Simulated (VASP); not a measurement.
# Ta in VASP: single point with LDA

Aim: the single point of Ta with LDA.

Everything below comes from runs of VASP 6.6.1. Logs are shortened: lines on timing, memory, paths and dates and some standing lists are left out, and cuts for length are marked.

## 1. The cell of the first run

The cell holds a slab with vacuum, 4 atoms: a = 3.329 Å, b = 3.329 Å, c = 26.167 Å, α = 90.00°, β = 90.00°, γ = 90.00°.

## 2. Single point, LDA

INCAR reads:

```
  ALGO = Normal
  DIPOL = 0.5 0.5 0.672
  EDIFF = 1E-6
  ENCUT = 400
  GGA_COMPAT = F
  IDIPOL = 3
  ISIF = 2
  ISMEAR = 1
  LASPH = T
  LCHARG = F
  LDIPOL = T
  LREAL = F
  LWAVE = F
  NBANDS = 30
  NELM = 120
  NELMDL = -8
  PREC = Accurate
  SIGMA = 0.1
```

KPOINTS reads:

```
k-points
0
Gamma
  10 10 1
```

POSCAR reads:

```
Ta
1.0
    3.3286107723      0.0000000000      0.0000000000
    0.0000000000      3.3286107723      0.0000000000
    0.0000000000      0.0000000000     26.1674704459
Ta
4
Direct
    0.0000000000      0.0000000000      0.5856995773
    0.5000000000      0.5000000000      0.6408607584
    1.0000000000      0.0000000000      0.7036942767
    0.5000000000      0.5000000000      0.7560063488
```

Potentials or basis: VASP PAW LDA potentials, release 64 (Ta_pv).

Started as:

```console
$ cat potpaw_LDA.64/Ta_pv/POTCAR > POTCAR
$ mpirun -np 1 vasp_std > vasp.out
```

OUTCAR:

```text
EDIFF = 1E-6
   ENCUT = 400
   ISIF = 2
   ISMEAR = 1
   LASPH = T
   LREAL = F
   NELM = 120
   NELMDL = -8
   PREC = Accurate

 ion  position               nearest neighbor table
   1  0.000  0.000  0.586-   2 2.76   2 2.76   2 2.76   2 2.76   3 3.09
   2  0.500  0.500  0.641-   1 2.76   1 2.76   1 2.76   1 2.76   3 2.87   3 2.87   3 2.87   3 2.87
                             4 3.01
   3  0.000  0.000  0.704-   4 2.72   4 2.72   4 2.72   4 2.72   2 2.87   2 2.87   2 2.87   2 2.87
                             1 3.09
   4  0.500  0.500  0.756-   3 2.72   3 2.72   3 2.72   3 2.72   2 3.01

  LATTYP: Found a simple tetragonal cell.
 ALAT       =     3.3286107723
 C/A-ratio  =     7.8613788862

  Lattice vectors:

 A1 = (   3.3286107723,   0.0000000000,   0.0000000000)
 A2 = (   0.0000000000,   3.3286107723,   0.0000000000)
 A3 = (   0.0000000000,   0.0000000000,  26.1674704459)

Analysis of symmetry for initial positions (statically):
=====================================================================
 Subroutine PRICEL returns:
 Original cell was already a primitive cell.

 Routine SETGRP: Setting up the symmetry group for a
 simple tetragonal supercell.

 Subroutine GETGRP returns: Found  8 space group operations
 (whereof  8 operations were pure point group operations)
 out of a pool of 16 trial point group operations.

The static configuration has the point symmetry C_4v.

Analysis of symmetry for dynamics (positions and initial velocities):
=====================================================================
 Subroutine PRICEL returns:
 Original cell was already a primitive cell.

 Routine SETGRP: Setting up the symmetry group for a
 simple tetragonal supercell.

 Subroutine GETGRP returns: Found  8 space group operations
 (whereof  8 operations were pure point group operations)
 out of a pool of 16 trial point group operations.

The dynamic configuration has the point symmetry C_4v.

 Subroutine INISYM returns: Found  8 space group operations
 (whereof  8 operations are pure point group operations),
 and found     1 'primitive' translations

----------------------------------------------------------------------------------------

                                     Primitive cell

  volume of cell :     289.9264

  direct lattice vectors                    reciprocal lattice vectors
     3.328610772  0.000000000  0.000000000     0.300425634  0.000000000  0.000000000
     0.000000000  3.328610772  0.000000000     0.000000000  0.300425634  0.000000000
     0.000000000  0.000000000 26.167470446     0.000000000  0.000000000  0.038215387
[... 93 lines left out ...]
   TEBEG  =    0.0;   TEEND  =   0.0 temperature during run
   PSTRESS=    0.0 pullay stress
   NELECT =      44.0000    total number of electrons
   NUPDOWN=      -1.0000    fix difference up-down
   EMIN   =  10.00;   EMAX   =-10.00  energy-range for DOS
   EFERMI =   0.00;   METHOD = LEGACY
   ISMEAR =     1;   SIGMA  =   0.10  broadening in eV -4-tet -1-fermi 0-gaus
   EFERMI_NEDOS =   21; number of points for ismear=-14 and -15
   IALGO  =     38    algorithm
   IMIX   =      4    mixing-type and parameters
     AMIX     =   0.40;   BMIX     =  1.00
     AMIX_MAG =   1.60;   BMIX_MAG =  1.00
  volume/ion in A,a.u.               =      72.48       489.13
  Fermi-wavevector in a.u.,A,eV,Ry     =   0.873232  1.650170 10.374914  0.762535
  Thomas-Fermi vector in A             =   1.992594
   LORBIT       =      0    0 simple, 1 ext, 2 COOP (PROOUT), +10 PAW based schemes
   GGA     = CA    functional components
   LHFCALC =     F    Hartree Fock is set to
   AEXX    =    0.0000 exact exchange contribution
   IVDW    =     0    specifies the selected vdW correction
   LEPSILON=     F    determine dielectric tensor
   LRPA    =     F    only Hartree local field effects (RPA)
 non-spin polarized calculation
 Methfessel and Paxton  Order N= 1 SIGMA  =   0.10
  energy-cutoff  :      400.00
  volume of cell :      289.93
 maximum number of plane-waves:      5315
 NGX is ok and might be reduce to    24
   NGX = 11   NGY = 11   NGZ = 85

 dipolmoment           0.000000      0.000000      0.000305 electrons x Angstroem

 number of electron      43.9999997 magnetization

 dipolmoment           0.000000      0.000000     -0.005194 electrons x Angstroem

 Free energy of the ion-electron system (eV)
  ---------------------------------------------------
  ext. energy  EPLUGINS =         0.00000000
  ---------------------------------------------------
  free energy    TOTEN  =       -46.94219393 eV

  energy without entropy =      -46.93731733  energy(sigma->0) =      -46.94056840

 E-fermi :  -1.4861     XC(G=0):  -4.0463

 val. band max:       -1.4988234588   @ k =   0.4000   0.1000   0.0000
 cond. band min:      -1.4822091425   @ k =   0.5000   0.0000   0.0000
 fundamental gap:      0.0166143163
 Fermi energy:        -1.4861058001

 k-point     1 :       0.0000    0.0000    0.0000
  band No.  band energies     occupation
      1     -36.0208      2.00000
      2     -35.8976      2.00000
      3     -35.8676      2.00000
      4     -35.8676      2.00000
      5     -35.7751      2.00000
      6     -35.7751      2.00000
[... 682 lines left out ...]
     29       2.2165      0.00000
     30       2.3354      0.00000

------------------------ aborting loop because EDIFF is reached ----------------------------------------

 vacuum level on the upper side and lower side of the slab       (xc-potential included)        -0.049         0.034

  FORCE on cell =-STRESS in cart. coord.  units (eV):
  Direction    XX          YY          ZZ          XY          YZ          ZX
  --------------------------------------------------------------------------------------
  -------------------------------------------------------------------------------------
  Total       -4.7151438     -4.7151438     -0.4369414      0.0000000     -0.0000000      0.0000000
  in kB      -26.0566006    -26.0566006     -2.4146047      0.0000000     -0.0000000      0.0000000
  external PRESSURE =     -18.1759353 kB  Pullay stress =       0.0000000 kB

 VOLUME and BASIS-vectors are now :
 -----------------------------------------------------------------------------
  energy-cutoff  :      400.00
  volume of cell :      289.93
      direct lattice vectors                 reciprocal lattice vectors
     3.328610772  0.000000000  0.000000000     0.300425634  0.000000000  0.000000000
     0.000000000  3.328610772  0.000000000     0.000000000  0.300425634  0.000000000
     0.000000000  0.000000000 26.167470446     0.000000000  0.000000000  0.038215387

 POSITION                                       TOTAL-FORCE (eV/Angst)
 -----------------------------------------------------------------------------------
      0.00000      0.00000     15.32628         0.000000     -0.000000      0.275576
      1.66431      1.66431     16.76970         0.000000      0.000000     -0.070050
      0.00000      0.00000     18.41390         0.000000      0.000000     -0.453123
      1.66431      1.66431     19.78277         0.000000      0.000000      0.247597
 -----------------------------------------------------------------------------------
    total drift:                                0.000000      0.000000      0.000152

  FREE ENERGIE OF THE ION-ELECTRON SYSTEM (eV)
  ---------------------------------------------------
  free  energy   TOTEN  =       -46.9421939323 eV

  energy  without entropy=      -46.9373173299  energy(sigma->0) =      -46.94056840

 vacuum level on the upper side and lower side of the slab         2.494         2.579
```

stdout:

```text
POSCAR found type information on POSCAR Ta
 POSCAR found :  1 types and       4 ions
 scaLAPACK will be used
 LDA part: xc-table for (Slater(with rela. corr.)+CA(PZ))
 , standard interpolation
 POSCAR, INCAR and KPOINTS ok, starting setup
 FFT: planning ... GRIDC
 FFT: planning ... GRID_SOFT
 FFT: planning ... GRID
 WAVECAR not read
 entering main loop
```

Wall time 3.7 min (1 thread of Intel Xeon Platinum 8259CL at 2.50GHz (Skylake/Cascade Lake), shared host); peak memory 0.29 GiB.

Results:

```
Free energy            : -46.9422 eV
Largest force          : 0.453 eV/Å
Band gap on the k mesh : zero (bands 22 and 23 overlap by 0.81 eV)
```

Forces in eV/Å, atoms in the order of the input:
```
Ta   0.000  0.000  0.276
Ta   0.000  0.000 -0.070
Ta   0.000  0.000 -0.453
Ta   0.000  0.000  0.248
```

Caveat: spin-orbit coupling is left out, which moves the levels of the heavy elements.
